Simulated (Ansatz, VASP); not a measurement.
BaTiO3: VASP beside Ansatz

```
CELL_PARAMETERS angstrom
3.99980 0.00000 0.00000
0.00000 3.99980 0.00000
0.00000 0.00000 3.89746
ATOMIC_POSITIONS crystal
Ba 0.00000 0.00000 0.00492
Ti 0.50000 0.50000 0.50333
O 0.50000 0.50000 0.00694
O 0.50000 0.00000 0.50641
O 0.00000 0.50000 0.50641
```

Change from the starting cell: z stretched by -3 %, ions relaxed.

Alike in both runs: functional PBE; k mesh 8 × 8 × 8; occupations fermi-dirac, width 0.02 eV; no spin polarisation.

Ansatz relaxed the structure, and its values are those at the end. VASP's run is a single point on that final structure, the one shown.

|  | VASP | Ansatz |
| --- | --- | --- |
| version | VASP 6.6.1 | Ansatz 0.2.0 |
| potentials or method | VASP PAW PBE potentials, release 64 (Ba_sv, Ti_sv, O) | plane-wave PAW, scalar-relativistic |
| plane-wave cutoff (eV) | 520 | 420 |
| valence electrons in the cell | 40 | 40 |

```csv
,VASP,Ansatz,Ansatz less VASP
gap on the k mesh at the Fermi level (eV),1.74,1.81,+0.070
pressure (GPa),9.4,7.4,-1.99
rms of the force components (eV/Å),0.003,0.001,-0.0022
```

Ansatz's warnings: stress scf threshold loose.

Spin-orbit coupling is off throughout.
